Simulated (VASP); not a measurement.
# F (Pm-3m) in VASP: a series of runs

Runs on F. Level: PBE. Tasks: single point.

Everything below comes from runs of VASP 6.6.1. Logs are shortened: lines on timing, memory, paths and dates and some standing lists are left out, and cuts for length are marked.

### Step 1. The cell of the first run

The structure is cubic, space group Pm-3m (No. 221). The conventional cell has a = 1.848 Å, b = 1.848 Å, c = 1.848 Å, α = 90.00°, β = 90.00°, γ = 90.00°. Within 2.5 Å of F (site symmetry m-3m) lie 6 F at 1.85 Å.

### Step 2. Single point, PBE (volume scaled by 0.6)

Input file INCAR:

```
PREC     = Accurate       # precision mode
ENCUT    = 520            # plane-wave cutoff, eV
EDIFF    = 1E-6           # SCF threshold, eV
ISMEAR   = -1             # smearing method
SIGMA    = 0.05           # smearing width, eV
LREAL    = False          # projectors in reciprocal space
LASPH    = True           # aspherical terms in the spheres
NELM     = 80             # most SCF steps
ALGO     = Normal         # electronic algorithm
ISIF     = 2              # what is computed and relaxed
LWAVE    = False          # write WAVECAR
LCHARG   = True           # write CHGCAR
GGA      = PE             # functional
LELF     = True           # ELF
LVHAR    = True         
NBANDS   = 10             # bands
```

Input file KPOINTS:

```
Automatic mesh
0
Gamma
  17 17 17
```

Input file POSCAR:

```
F
1.0
    1.8479010102      0.0000000000      0.0000000000
    0.0000000000      1.8479010102      0.0000000000
    0.0000000000      0.0000000000      1.8479010102
F
1
Direct
    0.0000000000      0.0000000000      0.0000000000
```

Potentials or basis: VASP PAW PBE potentials, release 64 (F).

On the command line:

```
cat potpaw_PBE.64/F/POTCAR > POTCAR
mpirun -np 1 vasp_std > vasp.out
```

OUTCAR:

```text
PREC = Accurate
   ENCUT = 520
   EDIFF = 1E-6
   ISMEAR = -1
   LREAL = False
   LASPH = True
   NELM = 80
   ISIF = 2
   GGA = PE

 ion  position               nearest neighbor table
   1  0.000  0.000  0.000-

  LATTYP: Found a simple cubic cell.
 ALAT       =     1.8479010102

  Lattice vectors:

 A1 = (   1.8479010102,   0.0000000000,   0.0000000000)
 A2 = (   0.0000000000,   1.8479010102,   0.0000000000)
 A3 = (   0.0000000000,   0.0000000000,   1.8479010102)

Analysis of symmetry for initial positions (statically):
=====================================================================
 Subroutine PRICEL returns:
 Original cell was already a primitive cell.

 Routine SETGRP: Setting up the symmetry group for a
 simple cubic supercell.

 Subroutine GETGRP returns: Found 48 space group operations
 (whereof 48 operations were pure point group operations)
 out of a pool of 48 trial point group operations.

The static configuration has the point symmetry O_h .

Analysis of symmetry for dynamics (positions and initial velocities):
=====================================================================
 Subroutine PRICEL returns:
 Original cell was already a primitive cell.

 Routine SETGRP: Setting up the symmetry group for a
 simple cubic supercell.

 Subroutine GETGRP returns: Found 48 space group operations
 (whereof 48 operations were pure point group operations)
 out of a pool of 48 trial point group operations.

The dynamic configuration has the point symmetry O_h .

 Subroutine INISYM returns: Found 48 space group operations
 (whereof 48 operations are pure point group operations),
 and found     1 'primitive' translations

----------------------------------------------------------------------------------------

                                     Primitive cell

  volume of cell :       6.3101

  direct lattice vectors                    reciprocal lattice vectors
     1.847901010  0.000000000  0.000000000     0.541154529  0.000000000  0.000000000
     0.000000000  1.847901010  0.000000000     0.000000000  0.541154529  0.000000000
     0.000000000  0.000000000  1.847901010     0.000000000  0.000000000  0.541154529

  length of vectors
     1.847901010  1.847901010  1.847901010     0.541154529  0.541154529  0.541154529

  position of ions in fractional coordinates (direct lattice)
     0.000000000  0.000000000  0.000000000

  ion indices of the primitive-cell ions
   primitive index   ion index
                 1           1

----------------------------------------------------------------------------------------

 KPOINTS: Automatic mesh

Automatic generation of k-mesh.
 Grid dimensions read from file:
 generate k-points for:   17   17   17

 Generating k-lattice:

  Cartesian coordinates                     Fractional coordinates (reciprocal lattice)
     0.031832619  0.000000000  0.000000000     0.058823529  0.000000000  0.000000000
     0.000000000  0.031832619  0.000000000     0.000000000  0.058823529  0.000000000
     0.000000000  0.000000000  0.031832619     0.000000000  0.000000000  0.058823529

  Length of vectors
     0.031832619  0.031832619  0.031832619

  Shift w.r.t. Gamma in fractional coordinates (k-lattice)
     0.000000000  0.000000000  0.000000000

 Subroutine IBZKPT returns following result:
 ===========================================

 Found    165 irreducible k-points:

 Following reciprocal coordinates:
            Coordinates               Weight
  0.000000  0.000000  0.000000      1.000000
  0.058824  0.000000  0.000000      6.000000
  0.117647  0.000000  0.000000      6.000000
  0.176471  0.000000  0.000000      6.000000
  0.235294  0.000000  0.000000      6.000000
  0.294118  0.000000  0.000000      6.000000
[... 16 lines left out ...]
  0.411765  0.117647  0.000000     24.000000
  0.470588  0.117647  0.000000     24.000000
 [... further k-points ...]
   k-points           NKPTS =    165   k-points in BZ     NKDIM =    165   number of bands    NBANDS=     10
   number of dos      NEDOS =    301   number of ions     NIONS =      1
   total plane-waves  NPLWV =   2744
   dimension x,y,z NGX =    14 NGY =   14 NGZ =   14
   dimension x,y,z NGXF=    28 NGYF=   28 NGZF=   28
   ions per type =               1
   NGX,Y,Z   is equivalent  to a cutoff of  12.60, 12.60, 12.60 a.u.
   NGXF,Y,Z  is equivalent  to a cutoff of  25.19, 25.19, 25.19 a.u.
 SYSTEM =  unknown system
   PREC   = accura    normal or accurate (medium, high low for compatibility)
   ISTART =      0    job   : 0-new  1-cont  2-samecut
   ICHARG =      2    charge: 1-file 2-atom 10-const
   ISPIN  =      1    spin polarized calculation?
   LNONCOLLINEAR =      F non collinear calculations
   LSORBIT =      F    spin-orbit coupling
   LASPH  =      T    aspherical Exc in radial PAW
   ENCUT  =  520.0 eV  38.22 Ry    6.18 a.u.   3.44  3.44  3.44*2*pi/ulx,y,z
   NELM   =     80;   NELMIN=  2; NELMDL= -5     # of ELM steps
   EDIFF  = 0.1E-05   stopping-criterion for ELM
   LREAL  =      F    real-space projection
   EDIFFG = 0.1E-04   stopping-criterion for IOM
   NSW    =      0    number of steps for IOM
   IBRION =     -1    ionic relax: 0-MD 1-quasi-New 2-CG
   NFREE  =      0    steps in history (QN), initial steepest desc. (CG)
   ISIF   =      2    stress and relaxation
   ISYM   =      2    0-nonsym 1-usesym 2-fastsym
   POTIM  = 0.5000    time-step for ionic-motion
   TEBEG  =    0.0;   TEEND  =   0.0 temperature during run
   PSTRESS=    0.0 pullay stress
   NELECT =       7.0000    total number of electrons
   NUPDOWN=      -1.0000    fix difference up-down
   EMIN   =  10.00;   EMAX   =-10.00  energy-range for DOS
   EFERMI =   0.00;   METHOD = LEGACY
   ISMEAR =    -1;   SIGMA  =   0.05  broadening in eV -4-tet -1-fermi 0-gaus
   EFERMI_NEDOS =   21; number of points for ismear=-14 and -15
   IALGO  =     38    algorithm
   IMIX   =      4    mixing-type and parameters
     AMIX     =   0.40;   BMIX     =  1.00
     AMIX_MAG =   1.60;   BMIX_MAG =  1.00
  volume/ion in A,a.u.               =       6.31        42.58
  Fermi-wavevector in a.u.,A,eV,Ry     =   1.694710  3.202538 39.076518  2.872043
  Thomas-Fermi vector in A             =   2.775886
   LORBIT       =      0    0 simple, 1 ext, 2 COOP (PROOUT), +10 PAW based schemes
   GGA     = PE    functional components
   LHFCALC =     F    Hartree Fock is set to
   AEXX    =    0.0000 exact exchange contribution
   IVDW    =     0    specifies the selected vdW correction
   LEPSILON=     F    determine dielectric tensor
   LRPA    =     F    only Hartree local field effects (RPA)
 non-spin polarized calculation
  energy-cutoff  :      520.00
  volume of cell :        6.31
 maximum number of plane-waves:       177
 NGX is ok and might be reduce to    14
   NGX =  7   NGY =  7   NGZ =  7

 number of electron       6.9999989 magnetization

 Free energy of the ion-electron system (eV)
  ---------------------------------------------------
  ext. energy  EPLUGINS =         0.00000000
  ---------------------------------------------------
  free energy    TOTEN  =        -0.10995844 eV

  energy without entropy =       -0.10337636  energy(sigma->0) =       -0.10666740

 E-fermi :   3.3772     XC(G=0): -12.9049

 val. band max:        3.3486862873   @ k =   0.1765   0.0000   0.0000
 cond. band min:       3.3795152160   @ k =   0.1765   0.0588   0.0000
 fundamental gap:      0.0308289287
 Fermi energy:         3.3772333867

 k-point     1 :       0.0000    0.0000    0.0000
  band No.  band energies     occupation
      1     -24.2934      2.00000
      2       3.0810      1.99467
      3       3.0810      1.99467
      4       3.0810      1.99467
      5      20.0429      0.00000
      6      35.3982      0.00000
      7      35.3982      0.00000
      8      54.5832      0.00000
      9      54.5832      0.00000
     10      54.5832      0.00000

 k-point     2 :       0.0588    0.0000    0.0000
  band No.  band energies     occupation
      1     -24.2060      2.00000
      2       2.6970      2.00000
      3       3.1131      1.98990
      4       3.1131      1.98990
      5      20.2385      0.00000
      6      35.5326      0.00000
      7      35.5373      0.00000
      8      54.3460      0.00000
      9      54.3460      0.00000
     10      54.5013      0.00000

 k-point     3 :       0.1176    0.0000    0.0000
  band No.  band energies     occupation
      1     -23.9471      2.00000
      2       1.6422      2.00000
      3       3.2059      1.93701
      4       3.2059      1.93701
      5      20.7753      0.00000
      6      35.8110      0.00000
      7      35.9526      0.00000
      8      53.6786      0.00000
      9      53.6786      0.00000
     10      54.4730      0.00000

 k-point     4 :       0.1765    0.0000    0.0000
  band No.  band energies     occupation
      1     -23.5313      2.00000
      2       0.1389      2.00000
      3       3.3487      1.27796
      4       3.3487      1.27796
      5      21.5545      0.00000
      6      35.9340      0.00000
      7      36.6371      0.00000
      8      52.6507      0.00000
      9      52.6507      0.00000
     10      54.9108      0.00000
[... 222 lines left out ...]
 k-point    22 :       0.3529    0.1176    0.0000
  band No.  band energies     occupation
      1     -21.4003      2.00000
      2      -4.5388      2.00000
      3       2.7007      2.00000
      4       3.9883      0.00001
      5      24.5682      0.00000
      6      33.9993      0.00000
      7      39.8809      0.00000
      8      46.6202      0.00000
      9      49.5271      0.00000
     10      58.6595      0.00000

 k-point    23 :       0.4118    0.1176    0.0000
  band No.  band energies     occupation
      1     -20.8637      2.00000
      2      -5.6926      2.00000
      3       2.8759      1.99991
      4       4.1158      0.00000
      5      25.3357      0.00000
      6      32.9520      0.00000
      7      41.1647      0.00000
      8      45.3047      0.00000
      9      48.7899      0.00000
     10      57.8775      0.00000

 k-point    24 :       0.4706    0.1176    0.0000
  band No.  band energies     occupation
      1     -20.5478      2.00000
      2      -6.3268      2.00000
      3       2.9713      1.99940
      4       4.1851      0.00000
      5      25.8310      0.00000
      6      32.2877      0.00000
      7      42.5291      0.00000
      8      43.9226      0.00000
      9      48.3950      0.00000
     10      57.3588      0.00000

 [... further k-points ...]

------------------------ aborting loop because EDIFF is reached ----------------------------------------

  FORCE on cell =-STRESS in cart. coord.  units (eV):
  Direction    XX          YY          ZZ          XY          YZ          ZX
  --------------------------------------------------------------------------------------
  -------------------------------------------------------------------------------------
  Total        4.6583440      4.6583440      4.6583440      0.0000000      0.0000000     -0.0000000
  in kB     1182.7855999   1182.7855999   1182.7855999      0.0000000      0.0000000     -0.0000000
  external PRESSURE =    1182.7855999 kB  Pullay stress =       0.0000000 kB

 VOLUME and BASIS-vectors are now :
 -----------------------------------------------------------------------------
  energy-cutoff  :      520.00
  volume of cell :        6.31
      direct lattice vectors                 reciprocal lattice vectors
     1.847901010  0.000000000  0.000000000     0.541154529  0.000000000  0.000000000
     0.000000000  1.847901010  0.000000000     0.000000000  0.541154529  0.000000000
     0.000000000  0.000000000  1.847901010     0.000000000  0.000000000  0.541154529

 POSITION                                       TOTAL-FORCE (eV/Angst)
 -----------------------------------------------------------------------------------
      0.00000      0.00000      0.00000         0.000000      0.000000      0.000000
 -----------------------------------------------------------------------------------
    total drift:                               -0.000000     -0.000000     -0.000000

  FREE ENERGIE OF THE ION-ELECTRON SYSTEM (eV)
  ---------------------------------------------------
  free  energy   TOTEN  =        -0.1099584396 eV

  energy  without entropy=       -0.1033763590  energy(sigma->0) =       -0.10666740
```

It took 3 s on 1 thread of Intel Xeon Platinum 8375C at 2.90GHz (Ice Lake), shared host; peak memory 0.11 GiB.

Results:

* Free energy: -0.1100 eV
* Pressure: 118.3 GPa

Caveat: an odd number of electrons without spin polarisation forces a metal; a magnetic or distorted state may lie lower.

(Part 1 of 3 ends here.)
